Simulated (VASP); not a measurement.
# TiO2: single point with LDA

Crystal: TiO2.

```
Ti O
1.0
     4.43844    0.00000    0.00000
     0.00000    5.34391    0.00000
     0.00000    0.00000    4.77017
Ti O
4 8
Direct
  0.50000 0.67598 0.75000
  0.00000 0.82402 0.25000
  0.50000 0.32402 0.25000
  0.00000 0.17598 0.75000
  0.73126 0.61253 0.07925
  0.23126 0.88747 0.92075
  0.76874 0.88747 0.57925
  0.26874 0.61253 0.42075
  0.73126 0.38747 0.57925
  0.23126 0.11253 0.42075
  0.76874 0.11253 0.07925
  0.26874 0.38747 0.92075
```

```json
{
  "Program": "VASP 6.6.1",
  "Task": "single point",
  "Functional": "LDA",
  "Potentials or basis": "VASP PAW LDA potentials, release 64 (Ti_sv, O)",
  "Cutoff": "520 eV",
  "k mesh": "6 × 4 × 6",
  "Occupations": "gaussian, width 0.02 eV",
  "Spin": "no spin polarisation"
}
```

```json
{
  "Pressure": "13.6 GPa",
  "Largest force": "0.075 eV/Å",
  "Band gap on the k mesh": "2.82 eV, indirect (least direct gap 2.85 eV)"
}
```

Forces in eV/Å, atoms in the order of the input:
```
Ti   0.000 -0.075  0.000
Ti   0.000  0.075  0.000
Ti   0.000  0.075  0.000
Ti   0.000 -0.075  0.000
O   -0.024 -0.059 -0.004
O   -0.024  0.059  0.004
O    0.024  0.059 -0.004
O    0.024 -0.059  0.004
O   -0.024  0.059 -0.004
O   -0.024 -0.059  0.004
O    0.024 -0.059 -0.004
O    0.024  0.059  0.004
```

Stress tensor (GPa, compression positive):
```
13.69  0.00  0.00
 0.00 13.44  0.00
 0.00  0.00 13.78
```

Levels at points of the mesh, in eV from the valence-band top:
```
           k point  band 46  band 47  band 48  band 49  band 50  band 51
(0.00, 0.00, 0.00)    -0.37    -0.12     0.00     2.85     2.88     2.91
(0.50, 0.00, 0.00)    -0.46    -0.27    -0.27     3.46     3.46     3.47
(0.00, 0.50, 0.00)    -1.20    -0.17    -0.17     3.00     3.00     3.49
(0.50, 0.50, 0.00)    -0.62    -0.40    -0.40     3.18     3.18     3.23
(0.00, 0.00, 0.50)    -0.49    -0.29    -0.29     2.82     2.82     3.28
(0.50, 0.00, 0.50)    -0.46    -0.46    -0.46     3.19     3.19     3.19
(0.00, 0.50, 0.50)    -0.49    -0.49    -0.49     3.16     3.16     3.16
(0.50, 0.50, 0.50)    -0.85    -0.85    -0.85     3.18     3.18     3.18
```

Run time: 5.2 min on 1 thread of Intel Xeon 6975P-C, with other jobs on the host, peak memory 0.34 GiB.

A k mesh can miss the band edges. As with any semilocal functional, this LDA gap is likely too small.
